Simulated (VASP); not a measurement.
Write the native input for VASP 6.6.1 that does the following.

```yaml
Task: single point
Functional: PBE
Potentials_or_basis: VASP PAW PBE potentials, release 64 (Si, Ge_d)
Cutoff: 520 eV
k_mesh: 4 × 4 × 4
Occupations: fermi-dirac, width 0.02 eV
Spin: non-collinear spin, zero start, spin-orbit coupling
Starting_moments: "[[0.0, 0.0, 0.0], [0.0, 0.0, 0.0], [0.0, 0.0, 0.0], [0.0, 0.0, 0.0]] μB"
Dipole_correction: no
Further_INCAR_settings: ALGO = Normal; EDIFF = 1e-06; NBANDS = 60
```

The structure of SiGe3 lies in POSCAR:

```
SiGe3
1.0
    1.9838896617      1.1453992303      6.4671925848
   -1.9838896617      1.1453992303      6.4671925848
    0.0000000000     -2.2907984605      6.4671925848
Si Ge
1 3
Direct
    1.0000856422      0.0000856422      0.0000856422
    0.5000462097      0.5000462097      0.5000462097
    0.3734068851      0.3734068851      0.3734068851
    0.8764612631      0.8764612631      0.8764612631
```

These files were run (other wordings do the same):

INCAR

```
SYSTEM = SiGe3
ALGO = Normal
EDIFF = 1E-6
ENCUT = 520
GGA = PE
GGA_COMPAT = .FALSE.
ISIF = 2
ISMEAR = -1
LASPH = .TRUE.
LCHARG = .FALSE.
LORBIT = 11
LORBMOM = .TRUE.
LREAL = .FALSE.
LSORBIT = .TRUE.
LWAVE = .FALSE.
MAGMOM = 0 0 0 0 0 0 0 0 0 0 0 0
NBANDS = 60
NELM = 150
PREC = Accurate
SIGMA = 0.02
```

KPOINTS

```
k-points
0
G
  4 4 4
  0 0 0
```

Potentials or basis: VASP PAW PBE potentials, release 64 (Si, Ge_d).

The run is started by

```sh
$ cat potpaw_PBE.64/Si/POTCAR potpaw_PBE.64/Ge_d/POTCAR > POTCAR
$ mpirun -np 1 vasp_ncl > vasp.out
```

Results of the run:

```
Pressure                                              : 2.7 GPa
Largest force                                         : 0.077 eV/Å
Net moment                                            : 0.00 μB per cell
Valence electrons inside the program's atomic spheres : Si 1.65; Ge 12.43, 12.45
```

Caveat: the k points lie up to 0.46 Å⁻¹ apart.

Run time: 9.2 min on 1 thread of Intel(R) Xeon(R) Platinum 8488C (Sapphire Rapids) (shared host), peak memory 0.98 GiB.
